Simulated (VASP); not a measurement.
Write the native input for VASP 6.6.1 that does the following.

```
Task                   : electric field gradients
Functional             : PBE
Potentials or basis    : VASP PAW PBE potentials, release 64 (As, Bi_d)
Cutoff                 : 520 eV
k mesh                 : 13 × 13 × 13
Occupations            : fermi-dirac, width 0.05 eV
Spin                   : no spin polarisation
Dipole correction      : no
Further INCAR settings : ALGO = Normal; EDIFF = 1e-08; NBANDS = 17
```

The structure of BiAs (CsCl type) lies in POSCAR:

```
BiAs
1.0
    3.6192804749      0.0000000000      0.0000000000
    0.0000000000      3.6192804749      0.0000000000
    0.0000000000      0.0000000000      3.6192804749
As Bi
1 1
Direct
    0.0000000000      0.0000000000      0.0000000000
    0.5000000000      0.5000000000      0.5000000000
```

This cell differs from its parent crystal: volume scaled by 0.9405.

These files were run (other wordings do the same):

INCAR

```
PREC = Accurate
ENCUT = 520
EDIFF = 1E-8
ISMEAR = -1
SIGMA = 0.05
LREAL = F
LASPH = T
NELM = 80
ALGO = Normal
ISIF = 2
LWAVE = F
LCHARG = F
GGA = PE
LEFG = T
NBANDS = 17
```

KPOINTS

```
regular mesh
0
Gamma
  13 13 13
```

Potentials or basis: VASP PAW PBE potentials, release 64 (As, Bi_d).

Run with:

```bash
$ cat potpaw_PBE.64/As/POTCAR potpaw_PBE.64/Bi_d/POTCAR > POTCAR
$ mpirun -np 1 vasp_std > vasp.out
```

Results of the run:

```json
{
 "Pressure": "4.6 GPa",
 "Band gap on the k mesh": "zero (band 10 reaches 8.80 eV, above the bottom of band 11 at 5.72 eV)"
}
```

Caveat: without QUAD_EFG the Cq values of the log hold for a quadrupole moment of 1 mb, not for the nuclei; spin-orbit coupling is left out, which moves the levels of the heavy elements.

It took 50 s on 1 thread of Intel Xeon 6975P-C (shared host), peak memory 0.2 GiB.
